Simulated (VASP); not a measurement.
**Zn8S7 (a cell with a defect): single point with PBE**

The system is Zn8S7 (a cell with a defect).

```
CELL_PARAMETERS angstrom
0.00000 0.00000 6.30464
-3.84407 6.65812 0.00000
-3.84407 -6.65812 0.00000
ATOMIC_POSITIONS crystal
Zn 0.08399 0.16667 0.33333
Zn 0.99623 0.66337 0.32674
Zn 0.99623 0.17326 0.83663
Zn 0.99623 0.66337 0.83663
Zn 0.49113 0.86755 0.18378
Zn 0.49113 0.31622 0.18378
Zn 0.48537 0.83333 0.66667
Zn 0.49113 0.31622 0.63245
S 0.36893 0.66320 0.32640
S 0.36893 0.17360 0.83680
S 0.36893 0.66320 0.83680
S 0.87663 0.85741 0.17870
S 0.87663 0.32130 0.17870
S 0.85714 0.83333 0.66667
S 0.87663 0.32130 0.64259
```

```json
{
  "Program": "VASP 6.6.1",
  "Task": "single point",
  "Functional": "PBE",
  "Potentials or basis": "VASP PAW PBE potentials, release 64 (Zn, S)",
  "Cutoff": "520 eV",
  "k mesh": "1 × 1 × 1",
  "Occupations": "gaussian, width 0.01 eV",
  "Spin": "collinear spin",
  "Starting moments": "[0.25, 0.0, 0.0, 0.0, 0.25, 0.25, 0.0, 0.25, 0.0, 0.0, 0.0, 0.0, 0.0, 0.0, 0.0] μB",
  "Dipole correction": "no",
  "Charge": "1",
  "Further INCAR settings": "LREAL = Auto; ALGO = Normal; EDIFF = 1e-06; NBANDS = 86; NELECT = 137.0"
}
```

```json
{
 "Largest force": "0.039 eV/Å",
 "Net moment": "1.00 μB per cell",
 "Site moments": "Zn +0.01, +0.02, +0.00; S +0.05, +0.10, +0.17 μB",
 "Valence electrons inside the program's atomic spheres": "Zn 10.59, 10.67, 10.60, 10.71; S 3.69, 3.70"
}
```

Forces in eV/Å, atoms in the order of the input:
```
Zn   0.000  0.000  0.039
Zn   0.002  0.001 -0.011
Zn  -0.002  0.001 -0.011
Zn   0.000 -0.003 -0.011
Zn  -0.006  0.004 -0.001
Zn   0.000 -0.007 -0.001
Zn   0.000  0.000 -0.006
Zn   0.006  0.004 -0.001
S    0.011  0.007 -0.002
S   -0.011  0.007 -0.002
S    0.000 -0.013 -0.002
S    0.009 -0.005 -0.003
S    0.000  0.011 -0.003
S    0.000  0.000  0.018
S   -0.009 -0.005 -0.003
```

Levels at points of the mesh, in eV from the Fermi level:
Spin up:
```csv
k point,band 67,band 68,band 69,band 70,band 71,band 72
"(0.00, 0.00, 0.00)",-0.61,-0.19,-0.19,2.80,3.20,3.49
```
Spin down:
```
           k point  band 65  band 66  band 67  band 68  band 69  band 70  band 71  band 72  band 73  band 74
(0.00, 0.00, 0.00)    -0.57    -0.51    -0.51     0.00     0.00     2.83     3.23     3.52     3.52     3.68
```

Run time: 110 s on 1 thread of Intel(R) Xeon(R) Platinum 8375C CPU @ 2.90GHz (Ice Lake) (shared host), peak memory 0.52 GiB.

Caveat: the k points lie up to 1.00 Å⁻¹ apart; the cell carries a net charge on a neutralising background, which shifts energy and pressure; the cell is charged against a uniform background, so pressure and absolute levels hang on convention.
